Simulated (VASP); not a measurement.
Input of a VASP 6.6.1 run:

File POSCAR:

```
MnS
1.0
    0.0000000000      2.9144956115      2.9144956115
    2.9144956115      0.0000000000      2.9144956115
    2.9144956115      2.9144956115      0.0000000000
Mn S
1 1
Direct
    0.0000000000      0.0000000000      0.0000000000
    0.2500000000      0.2500000000      0.2500000000
```

File INCAR.step1:

```
SYSTEM = MnS
PREC = Accurate
ENCUT = 520
ISMEAR = 0
SIGMA = 0.02
LREAL = .False.
LASPH = .True.
NELM = 150
ISPIN = 2
MAGMOM = 4.76 0.12
LMAXMIX = 4
NBANDS = 20
GGA = PE
ALGO = Normal
EDIFF = 1E-4
LWAVE = .True.
LCHARG = .False.
```

INCAR.step2

```
SYSTEM = MnS
PREC = Accurate
ENCUT = 520
EDIFF = 1E-6
ISMEAR = 0
SIGMA = 0.02
LREAL = .False.
LASPH = .True.
NELM = 150
ALGO = Normal
ISIF = 2
LWAVE = .False.
LCHARG = .False.
ISPIN = 2
MAGMOM = 4.76 0.12
LORBIT = 11
LMAXMIX = 4
METAGGA = R2SCAN
LMIXTAU = .True.
NBANDS = 20
ISTART = 1
```

The input KPOINTS:

```
Automatic mesh
0
Gamma
  12 12 12
  0 0 0
```

Potentials or basis: VASP PAW PBE potentials, release 64 (Mn_pv, S).

Launch:

```sh
$ cat potpaw_PBE.64/Mn_pv/POTCAR potpaw_PBE.64/S/POTCAR > POTCAR
$ cp INCAR.step1 INCAR
$ mpirun -np 1 vasp_std > vasp.out
$ cp INCAR.step2 INCAR
$ mpirun -np 1 vasp_std > vasp.out
```

Task: Estimate the band gap on the k mesh.

Result: 1.17 eV.

Task: Estimate the pressure.

Result: -5.1 GPa.

Task: What does it give for the site moments?

Result: Mn +4.51; S +0.06 μB.

Task: Predict the net moment.

Result: 5.00 μB per cell.

Caveat: the cell stands under tension; the PAW data sets were made with another functional, which shifts forces and pressure a little; a cell with one magnetic atom can't hold antiferromagnetic order, which such compounds often take. r2SCAN opens gaps a little over a GGA but as a rule still falls short of measured ones.
